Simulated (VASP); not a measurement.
# BaTiO3 (R3m) in VASP: single point with r2SCAN

Aim: the single point of BaTiO3 with r2SCAN.

All numbers are computed with VASP 6.6.1; they aren't measurements. Logs are shortened: lines on timing, memory, paths and dates and some standing lists are left out, and cuts for length are marked.

**1. The cell of the first run**

It takes space group R3m (No. 160, trigonal). Conventional cell: a = 5.613 Å, b = 5.613 Å, c = 6.904 Å, α = 90.00°, β = 90.00°, γ = 120.00°. Within 3.6 Å of Ba (site symmetry 3m) lie 12 O at 2.75 to 2.88 Å and 8 Ti at 3.38 to 3.53 Å. Within 2.5 Å of Ti (site symmetry 3m) lie 6 O at 1.87 to 2.11 Å. O (site symmetry m) has 2 Ti at 1.87 to 2.11 Å within 2.5 Å. O (site symmetry m) has 2 Ti at 1.87 to 2.11 Å within 2.5 Å.

**2. Single point, r2SCAN, collinear spin, zero start**

File POSCAR:

```
BaTiO3
1.0
   -3.9858527400     -3.9744579600      0.0000000000
   -3.9631028700      3.9744579600      0.0000000000
   -0.0113749400     -0.0113451600     -3.9744480300
Ba Ti O
2 2 6
Direct
    0.0000000000      0.0000000000      0.0000000000
    0.5000000000      0.5000000000      0.0000000000
    0.5107000000      0.0000000000      0.5107000000
    0.0107000000      0.5000000000      0.5107000000
    0.9887000000      0.5000000000      0.9800000000
    0.4887000000      0.0000000000      0.9800000000
    0.7343500000      0.2456500000      0.4887000000
    0.2343500000      0.7456500000      0.4887000000
    0.7343500000      0.7543500000      0.4887000000
    0.2343500000      0.2543500000      0.4887000000
```

File INCAR.step1:

```
PREC = Accurate
ENCUT = 520
ISMEAR = -1
SIGMA = 0.1
LREAL = False
LASPH = True
NELM = 150
ISPIN = 2
MAGMOM = 0 0 0 0 0 0 0 0 0 0
LMAXMIX = 4
NBANDS = 55
GGA = PE
ALGO = Normal
EDIFF = 1E-4
LWAVE = True
LCHARG = False
```

File INCAR.step2:

```
PREC = Accurate
ENCUT = 520
EDIFF = 1E-7
ISMEAR = -1
SIGMA = 0.1
LREAL = False
LASPH = True
NELM = 150
ALGO = Normal
ISIF = 2
LWAVE = False
LCHARG = False
ISPIN = 2
MAGMOM = 0 0 0 0 0 0 0 0 0 0
LORBIT = 11
LMAXMIX = 4
METAGGA = R2SCAN
LMIXTAU = True
NBANDS = 55
ISTART = 1
```

File KPOINTS:

```
regular mesh
0
Gamma
  3 3 5
```

Potentials or basis: VASP PAW PBE potentials, release 64 (Ba_sv, Ti_sv, O).

Launch:

```bash
cat potpaw_PBE.64/Ba_sv/POTCAR potpaw_PBE.64/Ti_sv/POTCAR potpaw_PBE.64/O/POTCAR > POTCAR
cp INCAR.step1 INCAR
mpirun -np 1 vasp_std > vasp.out
cp INCAR.step2 INCAR
mpirun -np 1 vasp_std > vasp.out
```

OUTCAR:

```text
PREC = Accurate
   ENCUT = 520
   EDIFF = 1E-7
   ISMEAR = -1
   LREAL = False
   LASPH = True
   NELM = 150
   ISIF = 2
   ISPIN = 2
   LORBIT = 11
   METAGGA = R2SCAN
   ISTART = 1

 ion  position               nearest neighbor table
   1  0.000  0.000  0.000-   6 2.75   8 2.75  10 2.75   7 2.81   5 2.81   5 2.81   8 2.81   9 2.81
                            10 2.81   6 2.88   7 2.88   9 2.88   3 3.38   4 3.41   3 3.41   4 3.41
   2  0.500  0.500  0.000-   5 2.75   7 2.75   9 2.75   8 2.81   6 2.81   6 2.81   7 2.81  10 2.81
                             9 2.81   5 2.88   8 2.88  10 2.88   4 3.38   3 3.41   4 3.41   3 3.41
   3  0.511  0.000  0.511-   9 1.87   7 1.87   6 1.87  10 2.11   8 2.11   6 2.11   1 3.38   2 3.41
                             1 3.41   2 3.41   1 3.46   2 3.46   2 3.46   1 3.53
   4  0.011  0.500  0.511-  10 1.87   8 1.87   5 1.87   9 2.11   7 2.11   5 2.11   2 3.38   1 3.41
                             2 3.41   1 3.41   2 3.46   1 3.46   1 3.46   2 3.53
   5  0.989  0.500  0.980-   4 1.87   4 2.11   2 2.75   1 2.81   1 2.81   2 2.88
   6  0.489  0.000  0.980-   3 1.87   3 2.11   1 2.75   2 2.81   2 2.81   1 2.88
   7  0.734  0.246  0.489-   3 1.87   4 2.11   2 2.75   1 2.81   2 2.81   1 2.88
   8  0.234  0.746  0.489-   4 1.87   3 2.11   1 2.75   2 2.81   1 2.81   2 2.88
   9  0.734  0.754  0.489-   3 1.87   4 2.11   2 2.75   1 2.81   2 2.81   1 2.88
  10  0.234  0.254  0.489-   4 1.87   3 2.11   1 2.75   2 2.81   1 2.81   2 2.88

  LATTYP: Found a simple monoclinic cell.
 ALAT       =     3.9744805000
 B/A-ratio  =     1.4121867832
 C/A-ratio  =     1.4162342583
 COS(beta)  =    -0.0040421762

  Lattice vectors:

 A1 = (  -0.0113749400,  -0.0113451600,  -3.9744480300)
 A2 = (  -3.9631028700,   3.9744579600,   0.0000000000)
 A3 = (   3.9858527400,   3.9744579600,   0.0000000000)

Analysis of symmetry for initial positions (statically):
=====================================================================
 Subroutine PRICEL returns following result:

  LATTYP: Found a trigonal (rhomboedric) cell.
 ALAT       =     3.9744778050
 COS(alpha) =     0.0028619942
[... 12 lines left out ...]
 Subroutine GETGRP returns: Found  2 space group operations
 (whereof  2 operations were pure point group operations)
 out of a pool of  4 trial point group operations.

The static configuration has the point symmetry C_1h.

Analysis of symmetry for dynamics (positions and initial velocities):
=====================================================================
 Subroutine PRICEL returns following result:

  LATTYP: Found a trigonal (rhomboedric) cell.
 ALAT       =     3.9744778050
 COS(alpha) =     0.0028619942
[... 12 lines left out ...]
 Subroutine GETGRP returns: Found  2 space group operations
 (whereof  2 operations were pure point group operations)
 out of a pool of  4 trial point group operations.

The dynamic configuration has the point symmetry C_1h.

Analysis of structural, dynamic, and magnetic symmetry:
=====================================================================
 Subroutine PRICEL returns following result:

  LATTYP: Found a trigonal (rhomboedric) cell.
 ALAT       =     3.9744778050
 COS(alpha) =     0.0028619942
[... 12 lines left out ...]
 Subroutine GETGRP returns: Found  2 space group operations
 (whereof  2 operations were pure point group operations)
 out of a pool of  4 trial point group operations.

The overall configuration has the point symmetry C_1h.

 Subroutine INISYM returns: Found  2 space group operations
 (whereof  2 operations are pure point group operations),
 and found     2 'primitive' translations

----------------------------------------------------------------------------------------

                                     Primitive cell

  volume of cell :      62.7820

  direct lattice vectors                    reciprocal lattice vectors
    -3.974477805  0.000000000  0.000000000    -0.251605380  0.000720097  0.000718043
    -0.011374940 -0.011345160 -3.974448030     0.000000000  0.000000000 -0.251607265
    -0.011374935 -3.974457960  0.000000000    -0.000000000 -0.251606637  0.000718217

  length of vectors
     3.974477805  3.974480500  3.974474238     0.251607435  0.251607265  0.251607662

  position of ions in fractional coordinates (direct lattice)
     0.000000000  0.000000000  0.000000000
     0.510700000  0.510700000  0.510700000
     0.488700000  0.980000000  0.488700000
     0.980000000  0.488700000  0.488700000
     0.488700000  0.488700000  0.980000000

  ion indices of the primitive-cell ions
   primitive index   ion index
                 1           1
                 2           3
                 3           6
                 4           8
                 5          10

----------------------------------------------------------------------------------------

 KPOINTS: regular mesh

Automatic generation of k-mesh.
 Grid dimensions read from file:
 generate k-points for:    3    3    5

 Generating k-lattice:

  Cartesian coordinates                     Fractional coordinates (reciprocal lattice)
    -0.041934230 -0.041814423  0.000239377     0.333333333 -0.000000000 -0.000000000
    -0.041934230  0.042054456 -0.000000029     0.000000000  0.333333333 -0.000000000
     0.000000000  0.000000000 -0.050321453     0.000000000  0.000000000  0.200000000

  Length of vectors
     0.059219785  0.059389030  0.050321453

  Shift w.r.t. Gamma in fractional coordinates (k-lattice)
     0.000000000  0.000000000  0.000000000

 Subroutine IBZKPT returns following result:
 ===========================================

 Found     16 irreducible k-points:

 Following reciprocal coordinates:
            Coordinates               Weight
  0.000000  0.000000  0.000000      1.000000
  0.333333 -0.000000  0.000000      2.000000
  0.000000  0.333333  0.000000      2.000000
  0.333333  0.333333  0.000000      4.000000
  0.000000  0.000000  0.200000      2.000000
  0.333333 -0.000000  0.200000      2.000000
[... 8 lines left out ...]
  0.333333  0.333333  0.400000      4.000000
 -0.333333  0.333333  0.400000      4.000000
   k-points           NKPTS =     16   k-points in BZ     NKDIM =     16   number of bands    NBANDS=     55
   number of dos      NEDOS =    301   number of ions     NIONS =     10
   total plane-waves  NPLWV =  52920
   dimension x,y,z NGX =    42 NGY =   42 NGZ =   30
   dimension x,y,z NGXF=    84 NGYF=   84 NGZF=   60
   ions per type =               2   2   6
   NGX,Y,Z   is equivalent  to a cutoff of  12.40, 12.44, 12.55 a.u.
   NGXF,Y,Z  is equivalent  to a cutoff of  24.81, 24.88, 25.10 a.u.
 SYSTEM =  unknown system
   PREC   = accura    normal or accurate (medium, high low for compatibility)
   ISTART =      1    job   : 0-new  1-cont  2-samecut
   ICHARG =      0    charge: 1-file 2-atom 10-const
   ISPIN  =      2    spin polarized calculation?
   LNONCOLLINEAR =      F non collinear calculations
   LSORBIT =      F    spin-orbit coupling
   LASPH  =      T    aspherical Exc in radial PAW
   ENCUT  =  520.0 eV  38.22 Ry    6.18 a.u.  10.47 10.44  7.39*2*pi/ulx,y,z
   NELM   =    150;   NELMIN=  2; NELMDL=  0     # of ELM steps
   EDIFF  = 0.1E-06   stopping-criterion for ELM
   LREAL  =      F    real-space projection
   EDIFFG = 0.1E-05   stopping-criterion for IOM
   NSW    =      0    number of steps for IOM
   IBRION =     -1    ionic relax: 0-MD 1-quasi-New 2-CG
   NFREE  =      0    steps in history (QN), initial steepest desc. (CG)
   ISIF   =      2    stress and relaxation
   ISYM   =      2    0-nonsym 1-usesym 2-fastsym
   POTIM  = 0.5000    time-step for ionic-motion
   TEBEG  =    0.0;   TEEND  =   0.0 temperature during run
   PSTRESS=    0.0 pullay stress
   NELECT =      80.0000    total number of electrons
   NUPDOWN=      -1.0000    fix difference up-down
   EMIN   =  10.00;   EMAX   =-10.00  energy-range for DOS
   EFERMI =   0.00;   METHOD = LEGACY
   ISMEAR =    -1;   SIGMA  =   0.10  broadening in eV -4-tet -1-fermi 0-gaus
   EFERMI_NEDOS =   21; number of points for ismear=-14 and -15
   IALGO  =     38    algorithm
   IMIX   =      4    mixing-type and parameters
     AMIX     =   0.40;   BMIX     =  1.00
     AMIX_MAG =   1.60;   BMIX_MAG =  1.00
  volume/ion in A,a.u.               =      12.56        84.73
  Fermi-wavevector in a.u.,A,eV,Ry     =   1.408694  2.662045 26.999644  1.984418
  Thomas-Fermi vector in A             =   2.530825
   LORBIT       =     11    0 simple, 1 ext, 2 COOP (PROOUT), +10 PAW based schemes
   METAGGA = R2SCAN    functional components
   LHFCALC =     F    Hartree Fock is set to
   AEXX    =    0.0000 exact exchange contribution
   IVDW    =     0    specifies the selected vdW correction
   LEPSILON=     F    determine dielectric tensor
   LRPA    =     F    only Hartree local field effects (RPA)
 spin polarized calculation
  energy-cutoff  :      520.00
  volume of cell :      125.56
 maximum number of plane-waves:      3419
 NGX is ok and might be reduce to    42
   NGX = 21   NGY = 21   NGZ = 15

 number of electron      80.0000010 magnetization      -0.0000000

 number of electron      80.0000010 magnetization       0.0000000

 Free energy of the ion-electron system (eV)
  ---------------------------------------------------
  ext. energy  EPLUGINS =         0.00000000
  ---------------------------------------------------
  free energy    TOTEN  =      -148.40446726 eV

  energy without entropy =     -148.40446635  energy(sigma->0) =     -148.40446681

 E-fermi :   5.0419     XC(G=0): -12.0228

 val. band max:        3.6243843729   @ k =   0.0000   0.0000   0.4000
 cond. band min:       6.4021317211   @ k =   0.0000   0.0000   0.0000
 fundamental gap:      2.7777473482
 Fermi energy:         5.0419196256

 spin component 1

 k-point     1 :       0.0000    0.0000    0.0000
  band No.  band energies     occupation
      1     -54.8069      1.00000
      2     -54.8042      1.00000
      3     -30.0835      1.00000
      4     -30.0791      1.00000
      5     -30.0216      1.00000
      6     -30.0214      1.00000
[... 869 lines left out ...]
     51      12.0392      0.00000
     52      12.2567      0.00000
 Fermi energy:         5.0419196256

 spin component 2

 k-point     1 :       0.0000    0.0000    0.0000
  band No.  band energies     occupation
      1     -54.8069      1.00000
      2     -54.8042      1.00000
      3     -30.0835      1.00000
      4     -30.0791      1.00000
      5     -30.0216      1.00000
      6     -30.0214      1.00000
[... 869 lines left out ...]
     51      12.0392      0.00000
     52      12.2567      0.00000
 [bands above 52 left out]

------------------------ aborting loop because EDIFF is reached ----------------------------------------

  FORCE on cell =-STRESS in cart. coord.  units (eV):
  Direction    XX          YY          ZZ          XY          YZ          ZX
  --------------------------------------------------------------------------------------
  -------------------------------------------------------------------------------------
  Total        6.2725626      6.2733346      6.2273426     -0.1368776     -0.1461995     -0.1465885
  in kB       80.0369971     80.0468480     79.4599960     -1.7465389     -1.8654843     -1.8704484
  external PRESSURE =      79.8479470 kB  Pullay stress =       0.0000000 kB

 VOLUME and BASIS-vectors are now :
 -----------------------------------------------------------------------------
  energy-cutoff  :      520.00
  volume of cell :      125.56
      direct lattice vectors                 reciprocal lattice vectors
    -3.985852740 -3.974457960  0.000000000    -0.125802690 -0.125443270  0.000718130
    -3.963102870  3.974457960  0.000000000    -0.125802690  0.126163367 -0.000000087
    -0.011374940 -0.011345160 -3.974448030     0.000000000  0.000000000 -0.251607265

 POSITION                                       TOTAL-FORCE (eV/Angst)
 -----------------------------------------------------------------------------------
      0.00000      0.00000      0.00000         0.052025      0.051876      0.051912
     -3.97448      0.00000      0.00000         0.052025      0.051876      0.051912
     -2.04138     -2.03555     -2.02975         0.152087      0.151652      0.158942
     -2.03001      1.93891     -2.02975         0.152087      0.151652      0.158942
     -5.93351     -1.95344     -3.89496         0.029142      0.029058     -0.264826
     -1.95903     -1.95344     -3.89496         0.029142      0.029058     -0.264826
     -3.90611     -1.94786     -1.94231        -0.262150      0.029646      0.026986
     -3.89473      2.02660     -1.94231        -0.262150      0.029646      0.026986
     -5.92214      0.07394     -1.94231         0.028896     -0.262233      0.026986
     -1.94766      0.07394     -1.94231         0.028896     -0.262233      0.026986
 -----------------------------------------------------------------------------------
    total drift:                                0.003945      0.003795     -0.001751

  FREE ENERGIE OF THE ION-ELECTRON SYSTEM (eV)
  ---------------------------------------------------
  free  energy   TOTEN  =      -148.4044672625 eV

  energy  without entropy=     -148.4044663487  energy(sigma->0) =     -148.40446681

 total charge

# of ion       s       p       d       tot
------------------------------------------
    1        2.020   5.674   0.320   8.014
    2        2.020   5.674   0.320   8.014
    3        2.225   6.294   1.739  10.258
    4        2.225   6.294   1.739  10.258
    5        1.571   3.516   0.000   5.087
    6        1.571   3.516   0.000   5.087
    7        1.571   3.516   0.000   5.087
    8        1.571   3.516   0.000   5.087
    9        1.571   3.516   0.000   5.087
   10        1.571   3.516   0.000   5.087
--------------------------------------------------
tot         17.916  45.033   4.119  67.068

 magnetization (x)

# of ion       s       p       d       tot
------------------------------------------
    1        0.000   0.000  -0.000  -0.000
    2        0.000   0.000  -0.000  -0.000
    3       -0.000  -0.000  -0.000  -0.000
    4       -0.000  -0.000  -0.000  -0.000
    5        0.000   0.000   0.000   0.000
    6        0.000   0.000   0.000   0.000
    7        0.000   0.000   0.000   0.000
    8        0.000   0.000   0.000   0.000
    9        0.000   0.000   0.000   0.000
   10        0.000   0.000   0.000   0.000
--------------------------------------------------
tot          0.000   0.000  -0.000   0.000
```

Wall time 19 min (1 thread of Intel Xeon Platinum 8259CL at 2.50GHz (Skylake/Cascade Lake), shared host); peak memory 0.39 GiB.

What came out:

```yaml
Free_energy: -148.4045 eV
Pressure: 8.0 GPa
Largest_force: 0.268 eV/Å
Band_gap_on_the_k_mesh: 2.78 eV
Net_moment: 0.00 μB per cell
Valence_electrons_inside_the_program's_atomic_spheres: Ba 8.01; Ti 10.26; O 5.09
```

Forces in eV/Å, atoms in the order of the input:
```
Ba   0.052  0.052  0.052
Ba   0.052  0.052  0.052
Ti   0.152  0.152  0.159
Ti   0.152  0.152  0.159
O    0.029  0.029 -0.265
O    0.029  0.029 -0.265
O   -0.262  0.030  0.027
O   -0.262  0.030  0.027
O    0.029 -0.262  0.027
O    0.029 -0.262  0.027
```

Levels at points of the mesh, in eV from the valence-band top:
Spin up:
```csv
k point,band 36,band 37,band 38,band 39,band 40,band 41,band 42,band 43,band 44,band 45
"(0.00, 0.00, 0.00)",-0.83,-0.46,-0.34,-0.34,-0.08,2.78,2.78,2.90,4.34,4.34
```
Spin down:
```csv
k point,band 38,band 39,band 40,band 41,band 42,band 43
"(0.00, 0.00, 0.00)",-0.34,-0.34,-0.08,2.78,2.78,2.90
```

Caveat: the cell stands under pressure; the PAW data sets were made with another functional, which shifts forces and pressure a little; spin-orbit coupling is left out, which moves the levels of the heavy elements; an odd mesh through Γ misses points on the zone boundary, where band edges can lie. r2SCAN opens gaps a little over a GGA but as a rule still falls short of measured ones.
